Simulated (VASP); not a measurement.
Set up this calculation in VASP 6.6.1, as the native input.

* Task: single point
* Functional: LDA
* Potentials or basis: VASP PAW LDA potentials, release 64 (C)
* Cutoff: 520 eV
* k mesh: 12 × 12 × 12
* Occupations: gaussian, width 0.05 eV
* Spin: no spin polarisation
* Dipole correction: no
* Further INCAR settings: ALGO = Normal; EDIFF = 1e-07; NBANDS = 11

The structure of C lies in POSCAR:

```
C
1.0
    0.0000000000      1.7334280318      1.6124347552
    1.7334280318      0.0000000000      1.6124347552
    1.7334280318      1.7334280318      0.0000000000
C
2
Direct
    0.5000000000      0.5000000000      0.5000000000
    0.7500000000      0.7500000000      0.7500000000
```

This cell differs from its parent crystal: volume 4.845 Å^3 an atom, c/a of the conventional cell 0.9302.

The input as run:

INCAR

```
PREC = Accurate
ENCUT = 520
EDIFF = 1E-7
ISMEAR = 0
SIGMA = 0.05
LREAL = F
LASPH = T
NELM = 100
ALGO = Normal
ISIF = 2
LWAVE = F
LCHARG = F
GGA = CA
NBANDS = 11
```

KPOINTS

```
Automatic mesh
0
Gamma
  12 12 12
```

Potentials or basis: VASP PAW LDA potentials, release 64 (C).

Launch:

```bash
$ cat potpaw_LDA.64/C/POTCAR > POTCAR
$ mpirun -np 1 vasp_std > vasp.out
```

Results of the run:

The pressure is 77.5 GPa and the band gap on the k mesh is 2.53 eV, indirect (least direct gap 4.67 eV).

It took 17 s on 1 thread of Intel(R) Xeon(R) Platinum 8259CL CPU @ 2.50GHz (Skylake/Cascade Lake), on a shared host, peak memory 0.11 GiB.
